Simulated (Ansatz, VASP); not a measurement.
PdClF: VASP beside Ansatz

The input POSCAR:

```
PdClF
1.0
    3.6885790000      0.0000000000      0.0000000000
    0.0000000000      3.6885790000      0.0000000000
    0.0000000000      0.0000000000      6.4583290000
Pd Cl F
2 2 2
Direct
    0.2500000000      0.2500000000      0.1962000000
    0.7500000000      0.7500000000      0.8038000000
    0.2500000000      0.2500000000      0.6432000000
    0.7500000000      0.7500000000      0.3568000000
    0.7500000000      0.2500000000      0.0000000000
    0.2500000000      0.7500000000      0.0000000000
```

The input INCAR.step1:

```
SYSTEM = PdClF
ALGO = Normal ; EDIFF = 1E-4
ENCUT = 520 ; GGA = PE
ISMEAR = -5 ; LASPH = .TRUE.
LCHARG = .FALSE. ; LREAL = .FALSE.
LWAVE = .TRUE. ; NBANDS = 33
NELM = 60 ; PREC = Accurate
SIGMA = 0.1
```

Contents of INCAR.step2:

```
SYSTEM = PdClF
ALGO = Normal ; EDIFF = 1E-7
ENCUT = 520 ; ISIF = 2
ISMEAR = -5 ; ISTART = 1
LASPH = .TRUE. ; LCHARG = .FALSE.
LMIXTAU = .TRUE. ; LREAL = .FALSE.
LWAVE = .FALSE. ; METAGGA = R2SCAN
NBANDS = 33 ; NELM = 60
PREC = Accurate ; SIGMA = 0.1
```

KPOINTS

```
k-points
0
G
  5 5 3
  0 0 0
```

Input for Ansatz:

```yaml
crystal:
  lattice:
    - [3.688579, 0.0, 0.0]
    - [0.0, 3.688579, 0.0]
    - [0.0, 0.0, 6.458329]
  atoms:
    - { symbol: Pd, position: [0.25, 0.25, 0.1962] }
    - { symbol: Pd, position: [0.75, 0.75, 0.8038] }
    - { symbol: Cl, position: [0.25, 0.25, 0.6432] }
    - { symbol: Cl, position: [0.75, 0.75, 0.3568] }
    - { symbol: F, position: [0.75, 0.25, 0.0] }
    - { symbol: F, position: [0.25, 0.75, 0.0] }
  symmetry: { tolerance: 0.0003 }
kpoints:
  mp_grid: { grid: [5, 5, 3], shift: [0, 0, 0] }
magnetization:
  spin_polarized: false
scf:
  occupations: { method: tetrahedron }
hamiltonian:
  pseudopotentials: { kind: paw }
  xc: r2scan
basis:
  ecutwfc: 500
output:
  forces: true
  stress: true
  eigenvalues: true
accuracy: high
```

Alike in both runs: task single point; functional r2SCAN; k mesh 5 × 5 × 3; occupations tetrahedron; no spin polarisation.

|  | VASP | Ansatz |
| --- | --- | --- |
| version | VASP 6.6.1 | Ansatz 0.2.0 |
| potentials or method | VASP PAW PBE potentials, release 64 (Pd, Cl, F), cutoff 520 eV | PAW plane waves |
| valence electrons in the cell | 48 | 64 |

```tsv
	VASP	Ansatz	Ansatz less VASP
gap on the k mesh at the Fermi level (eV)	none	none	-
pressure (GPa)	4.2	4.2	-0.05
traceless stress, the component that is largest in VASP (GPa)	4.89	5.01	+0.125
rms of the force components (eV/Å)	0.472	0.476	+0.0042
```

VASP's potentials were made for PBE, not for r2SCAN. Atom by atom the forces differ by 0.009 eV/Å (rms over components). A gap of «none» marks a metal or a gap that the smearing closes. The functional is the same, so the differences come from potentials, cutoffs and numerics. VASP's potentials hold 48 valence electrons a cell and Ansatz's 64, so a difference there can come from the potentials and not from the codes. Ansatz's warnings: band table not solved further, tetrahedron derivatives may miss energy slope.
